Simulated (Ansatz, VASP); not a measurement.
**One calculation of Ge5F, two programs**

```xyz
6
Lattice="4.2088 -4.2527 0.0000 4.2088 4.2527 0.0000 0.0000 0.0000 4.1205" Properties=species:S:1:pos:R:3 pbc="T T T"
Ge    1.2320   -1.2327    2.0603
Ge    7.1856    1.2327    2.0603
Ge    7.1856   -1.2327    2.0603
Ge    1.2320    1.2327    2.0603
Ge    4.2088    0.0000    0.0000
F     4.2088    0.0000    2.0603
```

Alike in both runs: functional PBE; k mesh 4 × 4 × 4; occupations gaussian, width 0.1 eV; no spin polarisation.

Ansatz relaxed the structure, and its values are those at the end. VASP's run is a single point on that final structure, the one shown.

|  | VASP | Ansatz |
| --- | --- | --- |
| version | VASP 6.6.1 | Ansatz 0.2.0 |
| potentials or method | VASP PAW PBE potentials, release 64 (Ge_d, F), cutoff 520 eV | scalar-relativistic, plane waves, PAW |
| valence electrons in the cell | 77 | 77 |

|  | VASP | Ansatz | Ansatz less VASP |
| --- | --- | --- | --- |
| gap on the k mesh at the Fermi level (eV) | none | none | - |
| pressure (GPa) | 0.0 | 0.0 | +0.06 |
| rms of the force components (eV/Å) | 0.003 | 0.003 | -0.0002 |

A gap of «none» marks a metal or a gap that the smearing closes. The functional is the same, so the differences come from potentials, cutoffs and numerics.

The k mesh is coarse, so the values compare programs but aren't converged.
